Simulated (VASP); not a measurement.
Wanted: the native input for a VASP 6.6.1 run.

```yaml
Task: single point
Functional: PBE
Dispersion: D3(BJ)
Potentials_or_basis: VASP PAW PBE potentials, release 64 (In_d, Se)
Cutoff: 520 eV
k_mesh: 8 × 8 × 8
Occupations: gaussian, width 0.15 eV
Spin: no spin polarisation
Dipole_correction: no
Further_INCAR_settings: ALGO = Normal; EDIFF = 1e-06; NBANDS = 30
```

The structure of In3Se lies in POSCAR:

```
In3Se
1.0
    4.1719691247      0.0000000000      0.0000000000
    0.0000000000      4.1719691247      0.0000000000
    0.0000000000      0.0000000000      4.7008102814
In Se
3 1
Direct
    0.0000000000      0.5000000000      0.5000000000
    0.5000000000      0.0000000000      0.5000000000
    0.5000000000      0.5000000000      0.0000000000
    0.0000000000      0.0000000000      0.0000000000
```

The input as run:

INCAR

```
SYSTEM = In3Se
ALGO = Normal
EDIFF = 1E-6
ENCUT = 520
GGA = PE
ISIF = 2
ISMEAR = 0
IVDW = 12
LASPH = .TRUE.
LCHARG = .TRUE.
LELF = .TRUE.
LREAL = .FALSE.
LVHAR = .TRUE.
LWAVE = .FALSE.
NBANDS = 30
NELM = 80
PREC = Accurate
SIGMA = 0.15
```

KPOINTS

```
k-points
0
G
  8 8 8
  0 0 0
```

Potentials or basis: VASP PAW PBE potentials, release 64 (In_d, Se).

Command:

```bash
$ cat potpaw_PBE.64/In_d/POTCAR potpaw_PBE.64/Se/POTCAR > POTCAR
$ mpirun -np 1 vasp_std > vasp.out
```

It gave:

```yaml
Pressure: 17.1 GPa
Band_gap_on_the_k_mesh: zero (an odd number of electrons rules out a gap without spin polarisation)
Dispersion_energy_per_atom: -0.434 eV
```

Caveat: the cell stands under pressure; spin-orbit coupling is left out, which moves the levels of the heavy elements.

It took 3 min on 1 thread of Intel Xeon 8259CL (shared host), peak memory 0.3 GiB.
